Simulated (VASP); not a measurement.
HgTe:

```
Hg Te
1.0
    -3.04560    3.04560    1.55941
     3.04560   -3.04560    1.55941
     3.04560    3.04560   -1.55941
Hg Te
1 1
Direct
  0.25000 0.75000 0.50000
  0.00000 0.00000 0.00000
```

```yaml
Program: VASP 6.6.1
Task: relaxation of cell and atoms
Functional: BLYP
Dispersion: D3(BJ)
Potentials_or_basis: VASP PAW PBE potentials, release 64 (Hg, Te)
Cutoff: 600 eV
k_mesh: 6 × 6 × 6
Occupations: fermi-dirac, width 0.05 eV
Spin: no spin polarisation
```

At the start: pressure -0.8 GPa; volume 28.93 Å³/atom.

**Question.** Where does the relaxation end?

**Answer.** Over 22 steps the energy falls by 34.6 meV/atom and the volume is 28.50 Å³/atom (-1.5 %); space group I-4m2 (No. 119, to 0.05 Å).

The path:
```csv
step,energy change (eV),largest force (eV/Å),pressure (GPa),volume (Å³)
1,0.0000,0.0000,-0.82,57.86
2,-0.0034,0.0000,0.08,56.62
3,-0.0034,0.0000,0.08,56.62
4,-0.0060,0.0000,0.18,56.41
5,-0.0209,0.0000,0.51,55.77
6,-0.0426,0.0000,1.88,54.43
7,-0.0424,0.0000,2.28,54.14
8,-0.0427,0.0000,2.17,54.22
9,-0.0429,0.0000,2.18,54.21
10,-0.0436,0.0000,2.24,54.19
11,-0.0446,0.0000,2.37,54.13
12,-0.0450,0.0000,2.65,54.02
13,-0.0468,0.0000,2.55,54.12
14,-0.0516,0.0000,2.26,54.43
15,-0.0594,0.0000,1.70,55.04
16,-0.0673,0.0000,0.67,56.27
17,-0.0679,0.0000,0.35,56.69
18,-0.0679,0.0000,0.29,56.76
19,-0.0682,0.0000,0.25,56.79
20,-0.0688,0.0000,0.14,56.88
21,-0.0691,0.0000,-0.09,57.04
22,-0.0691,0.0000,-0.04,57.00
```

Final structure:
```xyz
2
Lattice="-2.8828 2.8828 1.7146 2.8828 -2.8828 1.7146 2.8828 2.8828 -1.7146" Properties=species:S:1:pos:R:3 pbc="T T T"
Hg    2.8828    0.0000    0.8573
Te    0.0000    0.0000    0.0000
```

Caveat: the k points lie up to 0.36 Å⁻¹ apart in the final cell; the PAW data sets were made with another functional, which shifts forces and pressure a little; pairwise dispersion overbinds metals, which lowers pressure and volume.
